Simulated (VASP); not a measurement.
Wanted: the native input for a VASP 6.6.1 run.

| Item | Value |
| --- | --- |
| Task | single point |
| Functional | LDA |
| Potentials or basis | VASP PAW LDA potentials, release 64 (Al, Fe) |
| Cutoff | 520 eV |
| k mesh | 16 × 16 × 16 |
| Occupations | gaussian, width 0.05 eV |
| Spin | collinear spin, ferromagnetic start |
| Starting moments | [0.0, 0.72] μB |
| Dipole correction | no |
| Further INCAR settings | ALGO = Fast; EDIFF = 1e-06; NBANDS = 16 |

The structure of AlFe lies in POSCAR:

```
AlFe
1.0
    2.8156642697      0.0000000000      0.0000000000
    0.0000000000      2.8156642697      0.0000000000
    0.0000000000      0.0000000000      2.8156642697
Al Fe
1 1
Direct
    0.0000000000      0.0000000000      0.0000000000
    0.5000000000      0.5000000000      0.5000000000
```

The input as run:

INCAR

```
SYSTEM = AlFe
PREC = Accurate
ENCUT = 520
EDIFF = 1E-6
ISMEAR = 0
SIGMA = 0.05
LREAL = .False.
LASPH = .True.
NELM = 150
ALGO = Fast
ISIF = 2
LWAVE = .False.
LCHARG = .False.
ISPIN = 2
MAGMOM = 0 0.72
LORBIT = 11
LMAXMIX = 4
GGA = CA
NBANDS = 16
```

KPOINTS

```
Automatic mesh
0
Gamma
  16 16 16
  0 0 0
```

Potentials or basis: VASP PAW LDA potentials, release 64 (Al, Fe).

Command:

```bash
$ cat potpaw_LDA.64/Al/POTCAR potpaw_LDA.64/Fe/POTCAR > POTCAR
$ mpirun -np 1 vasp_std > vasp.out
```

It gave:

| Property | Result |
| --- | --- |
| Pressure | 0.4 GPa |
| Net moment | 0.64 μB per cell |
| Site moments | Al -0.02; Fe +0.65 μB |
| Valence electrons inside the program's atomic spheres | Al 0.89; Fe 7.58 |

Wall time 76 s on 1 thread of AMD EPYC 9R45 96-Core Processor (Zen 5) (shared host), peak memory 0.17 GiB.
